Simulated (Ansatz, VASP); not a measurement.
## SnTe: VASP beside Ansatz

```
Sn Te
1.0
     3.13886    0.00000    0.00000
     0.00000    3.13886    0.00000
     0.00000    0.00000    6.41585
Sn Te
1 1
Direct
  0.00000 0.00000 0.50000
  0.00000 0.00000 0.00000
```

Alike in both runs: functional PBE; k mesh 6 × 6 × 4; occupations gaussian, width 0.1 eV; no spin polarisation.

Ansatz relaxed the structure, and its values are those at the end. VASP's run is a single point on that final structure, the one shown.

|  | VASP | Ansatz |
| --- | --- | --- |
| version | VASP 6.6.1 | Ansatz 0.2.0 |
| potentials or method | VASP PAW PBE potentials, release 64 (Sn_d, Te), cutoff 520 eV | scalar-relativistic, plane waves, PAW |
| valence electrons in the cell | 20 | 30 |

|  | VASP | Ansatz | Ansatz less VASP |
| --- | --- | --- | --- |
| gap on the k mesh at the Fermi level (eV) | none | none | - |
| pressure (GPa) | -0.1 | 0.0 | +0.04 |

A gap of «none» marks a metal or a gap that the smearing closes. The functional is the same, so the differences come from potentials, cutoffs and numerics. VASP's potentials hold 20 valence electrons a cell and Ansatz's 30, so a difference there can come from the potentials and not from the codes.

Neither program's run includes spin-orbit coupling.
